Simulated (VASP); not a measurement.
# CdTe (Pm-3m) in VASP: a series of runs, part 2 of 2

VASP 6.6.1.

**4. Single point, PBEsol**

This run uses another cell than the first one, of 25.52 Å³/atom, 0.936 times its volume.

File INCAR:

```
PREC = Accurate
ENCUT = 500
EDIFF = 1E-6
ISMEAR = 0
SIGMA = 0.05
LREAL = False
LASPH = True
NELM = 120
ALGO = Normal
ISIF = 2
LWAVE = False
LCHARG = False
GGA = PS
NBANDS = 16
GGA_COMPAT = False
```

File KPOINTS:

```
Automatic mesh
0
Gamma
  6 6 6
```

File POSCAR:

```
CdTe
1.0
    3.7093436451      0.0000000000      0.0000000000
    0.0000000000      3.7093436451      0.0000000000
    0.0000000000      0.0000000000      3.7093436451
Cd Te
1 1
Direct
    0.0000000000      0.0000000000      0.0000000000
    0.5000000000      0.5000000000      0.5000000000
```

Potentials or basis: VASP PAW PBE potentials, release 64 (Cd, Te).

The run is started by

```console
cat potpaw_PBE.64/Cd/POTCAR potpaw_PBE.64/Te/POTCAR > POTCAR
mpirun -np 1 vasp_std > vasp.out
```

OUTCAR:

```text
PREC = Accurate
   ENCUT = 500
   EDIFF = 1E-6
   ISMEAR = 0
   LREAL = False
   LASPH = True
   NELM = 120
   ISIF = 2
   GGA = PS

 ion  position               nearest neighbor table
   1  0.000  0.000  0.000-   2 3.21   2 3.21   2 3.21   2 3.21   2 3.21   2 3.21   2 3.21   2 3.21

   2  0.500  0.500  0.500-   1 3.21   1 3.21   1 3.21   1 3.21   1 3.21   1 3.21   1 3.21   1 3.21

  LATTYP: Found a simple cubic cell.
 ALAT       =     3.7093436451

  Lattice vectors:

 A1 = (   3.7093436451,   0.0000000000,   0.0000000000)
 A2 = (   0.0000000000,   3.7093436451,   0.0000000000)
 A3 = (   0.0000000000,   0.0000000000,   3.7093436451)

Analysis of symmetry for initial positions (statically):
=====================================================================
 Subroutine PRICEL returns:
 Original cell was already a primitive cell.

 Routine SETGRP: Setting up the symmetry group for a
 simple cubic supercell.

 Subroutine GETGRP returns: Found 48 space group operations
 (whereof 48 operations were pure point group operations)
 out of a pool of 48 trial point group operations.

The static configuration has the point symmetry O_h .

Analysis of symmetry for dynamics (positions and initial velocities):
=====================================================================
 Subroutine PRICEL returns:
 Original cell was already a primitive cell.

 Routine SETGRP: Setting up the symmetry group for a
 simple cubic supercell.

 Subroutine GETGRP returns: Found 48 space group operations
 (whereof 48 operations were pure point group operations)
 out of a pool of 48 trial point group operations.

The dynamic configuration has the point symmetry O_h .

 Subroutine INISYM returns: Found 48 space group operations
 (whereof 48 operations are pure point group operations),
 and found     1 'primitive' translations

----------------------------------------------------------------------------------------

                                     Primitive cell

  volume of cell :      51.0377

  direct lattice vectors                    reciprocal lattice vectors
     3.709343645  0.000000000  0.000000000     0.269589473  0.000000000  0.000000000
     0.000000000  3.709343645  0.000000000     0.000000000  0.269589473  0.000000000
     0.000000000  0.000000000  3.709343645     0.000000000  0.000000000  0.269589473

  length of vectors
     3.709343645  3.709343645  3.709343645     0.269589473  0.269589473  0.269589473

  position of ions in fractional coordinates (direct lattice)
     0.000000000  0.000000000  0.000000000
     0.500000000  0.500000000  0.500000000

  ion indices of the primitive-cell ions
   primitive index   ion index
                 1           1
                 2           2

----------------------------------------------------------------------------------------

 KPOINTS: Automatic mesh

Automatic generation of k-mesh.
 Grid dimensions read from file:
 generate k-points for:    6    6    6

 Generating k-lattice:

  Cartesian coordinates                     Fractional coordinates (reciprocal lattice)
     0.044931579  0.000000000  0.000000000     0.166666667  0.000000000  0.000000000
     0.000000000  0.044931579  0.000000000     0.000000000  0.166666667  0.000000000
     0.000000000  0.000000000  0.044931579     0.000000000  0.000000000  0.166666667

  Length of vectors
     0.044931579  0.044931579  0.044931579

  Shift w.r.t. Gamma in fractional coordinates (k-lattice)
     0.000000000  0.000000000  0.000000000

 Subroutine IBZKPT returns following result:
 ===========================================

 Found     20 irreducible k-points:

 Following reciprocal coordinates:
            Coordinates               Weight
  0.000000  0.000000  0.000000      1.000000
  0.166667  0.000000  0.000000      6.000000
  0.333333  0.000000  0.000000      6.000000
  0.500000  0.000000  0.000000      3.000000
  0.166667  0.166667  0.000000     12.000000
  0.333333  0.166667  0.000000     24.000000
[... 12 lines left out ...]
  0.500000  0.500000  0.333333      6.000000
  0.500000  0.500000  0.500000      1.000000
   k-points           NKPTS =     20   k-points in BZ     NKDIM =     20   number of bands    NBANDS=     16
   number of dos      NEDOS =    301   number of ions     NIONS =      2
   total plane-waves  NPLWV =  21952
   dimension x,y,z NGX =    28 NGY =   28 NGZ =   28
   dimension x,y,z NGXF=    56 NGYF=   56 NGZF=   56
   ions per type =               1   1
   NGX,Y,Z   is equivalent  to a cutoff of  12.55, 12.55, 12.55 a.u.
   NGXF,Y,Z  is equivalent  to a cutoff of  25.10, 25.10, 25.10 a.u.
 SYSTEM =  unknown system
   PREC   = accura    normal or accurate (medium, high low for compatibility)
   ISTART =      0    job   : 0-new  1-cont  2-samecut
   ICHARG =      2    charge: 1-file 2-atom 10-const
   ISPIN  =      1    spin polarized calculation?
   LNONCOLLINEAR =      F non collinear calculations
   LSORBIT =      F    spin-orbit coupling
   LASPH  =      T    aspherical Exc in radial PAW
   ENCUT  =  500.0 eV  36.75 Ry    6.06 a.u.   6.76  6.76  6.76*2*pi/ulx,y,z
   NELM   =    120;   NELMIN=  2; NELMDL= -5     # of ELM steps
   EDIFF  = 0.1E-05   stopping-criterion for ELM
   LREAL  =      F    real-space projection
   EDIFFG = 0.1E-04   stopping-criterion for IOM
   NSW    =      0    number of steps for IOM
   IBRION =     -1    ionic relax: 0-MD 1-quasi-New 2-CG
   NFREE  =      0    steps in history (QN), initial steepest desc. (CG)
   ISIF   =      2    stress and relaxation
   ISYM   =      2    0-nonsym 1-usesym 2-fastsym
   POTIM  = 0.5000    time-step for ionic-motion
   TEBEG  =    0.0;   TEEND  =   0.0 temperature during run
   PSTRESS=    0.0 pullay stress
   NELECT =      18.0000    total number of electrons
   NUPDOWN=      -1.0000    fix difference up-down
   EMIN   =  10.00;   EMAX   =-10.00  energy-range for DOS
   EFERMI =   0.00;   METHOD = LEGACY
   ISMEAR =     0;   SIGMA  =   0.05  broadening in eV -4-tet -1-fermi 0-gaus
   EFERMI_NEDOS =   21; number of points for ismear=-14 and -15
   IALGO  =     38    algorithm
   IMIX   =      4    mixing-type and parameters
     AMIX     =   0.40;   BMIX     =  1.00
     AMIX_MAG =   1.60;   BMIX_MAG =  1.00
  volume/ion in A,a.u.               =      25.52       172.21
  Fermi-wavevector in a.u.,A,eV,Ry     =   1.156650  2.185751 18.202405  1.337839
  Thomas-Fermi vector in A             =   2.293268
   LORBIT       =      0    0 simple, 1 ext, 2 COOP (PROOUT), +10 PAW based schemes
   GGA     = PS    functional components
   LHFCALC =     F    Hartree Fock is set to
   AEXX    =    0.0000 exact exchange contribution
   IVDW    =     0    specifies the selected vdW correction
   LEPSILON=     F    determine dielectric tensor
   LRPA    =     F    only Hartree local field effects (RPA)
 non-spin polarized calculation
 Gauss-broadening in eV      SIGMA  =   0.05
  energy-cutoff  :      500.00
  volume of cell :       51.04
 maximum number of plane-waves:      1328
 NGX is ok and might be reduce to    28
   NGX = 13   NGY = 13   NGZ = 13

 number of electron      18.0000007 magnetization

 Free energy of the ion-electron system (eV)
  ---------------------------------------------------
  ext. energy  EPLUGINS =         0.00000000
  ---------------------------------------------------
  free energy    TOTEN  =        -4.60782815 eV

  energy without entropy =       -4.60557125  energy(sigma->0) =       -4.60669970

 E-fermi :   5.3047     XC(G=0): -10.5166

 val. band max:        5.1782747223   @ k =   0.3333   0.0000   0.0000
 cond. band min:       5.3334256508   @ k =   0.3333   0.1667   0.0000
 fundamental gap:      0.1551509285
 Fermi energy:         5.3047201470

 k-point     1 :       0.0000    0.0000    0.0000
  band No.  band energies     occupation
      1      -7.3770      2.00000
      2      -3.3613      2.00000
      3      -3.3613      2.00000
      4      -3.0498      2.00000
      5      -3.0498      2.00000
      6      -3.0498      2.00000
[... 8 lines left out ...]
     15      15.0252      0.00000
     16      18.2720      0.00000
[... 343 lines left out ...]
 k-point    20 :       0.5000    0.5000    0.5000
  band No.  band energies     occupation
      1      -4.5963      2.00000
      2      -3.5132      2.00000
      3      -3.5132      2.00000
      4      -3.5132      2.00000
      5      -2.8932      2.00000
      6      -2.8932      2.00000
[... 8 lines left out ...]
     15      21.9687      0.00000
     16      21.9761      0.00000

------------------------ aborting loop because EDIFF is reached ----------------------------------------

  FORCE on cell =-STRESS in cart. coord.  units (eV):
  Direction    XX          YY          ZZ          XY          YZ          ZX
  --------------------------------------------------------------------------------------
  -------------------------------------------------------------------------------------
  Total       -0.1142379     -0.1142379     -0.1142379      0.0000000      0.0000000      0.0000000
  in kB       -3.5861586     -3.5861586     -3.5861586      0.0000000      0.0000000      0.0000000
  external PRESSURE =      -3.5861586 kB  Pullay stress =       0.0000000 kB

 VOLUME and BASIS-vectors are now :
 -----------------------------------------------------------------------------
  energy-cutoff  :      500.00
  volume of cell :       51.04
      direct lattice vectors                 reciprocal lattice vectors
     3.709343645  0.000000000  0.000000000     0.269589473  0.000000000  0.000000000
     0.000000000  3.709343645  0.000000000     0.000000000  0.269589473  0.000000000
     0.000000000  0.000000000  3.709343645     0.000000000  0.000000000  0.269589473

 POSITION                                       TOTAL-FORCE (eV/Angst)
 -----------------------------------------------------------------------------------
      0.00000      0.00000      0.00000         0.000000      0.000000      0.000000
      1.85467      1.85467      1.85467         0.000000      0.000000      0.000000
 -----------------------------------------------------------------------------------
    total drift:                               -0.000000      0.000000     -0.000000

  FREE ENERGIE OF THE ION-ELECTRON SYSTEM (eV)
  ---------------------------------------------------
  free  energy   TOTEN  =        -4.6078281460 eV

  energy  without entropy=       -4.6055712488  energy(sigma->0) =       -4.60669970
```

Wall time 11 s (1 thread of AMD EPYC 9R45 (Zen 5), shared host); peak memory 0.12 GiB.

Results:

```
Free energy            : -4.6078 eV
Pressure               : -0.4 GPa
Band gap on the k mesh : zero (band 9 reaches 5.73 eV, above the bottom of band 10 at 4.19 eV)
```

Caveat: the PAW data sets were made with another functional, which shifts forces and pressure a little; spin-orbit coupling is left out, which moves the levels of the heavy elements.

**5. Overview**

```csv
cell,k mesh,gap on the mesh (eV),pressure (GPa)
"a = 3.792 Å, 2 atoms",4 × 4 × 4,none,-2.5
"a = 3.831 Å, 2 atoms",4 × 4 × 4,none,-3.6
"a = 3.709 Å, 2 atoms",6 × 6 × 6,none,-0.4
```

Alike in all rows: task single point; level PBEsol; potentials or basis VASP PAW PBE potentials, release 64 (Cd, Te); no spin polarisation; cutoff (eV) 500; smearing gaussian 0.05 eV.

Caveats: some runs use coarse meshes; the PAW data sets were made with another functional, which shifts forces and pressure a little; spin-orbit coupling is left out, which moves the levels of the heavy elements.

Total energies depend on the potentials used, so only differences within one code and one set of settings carry meaning.
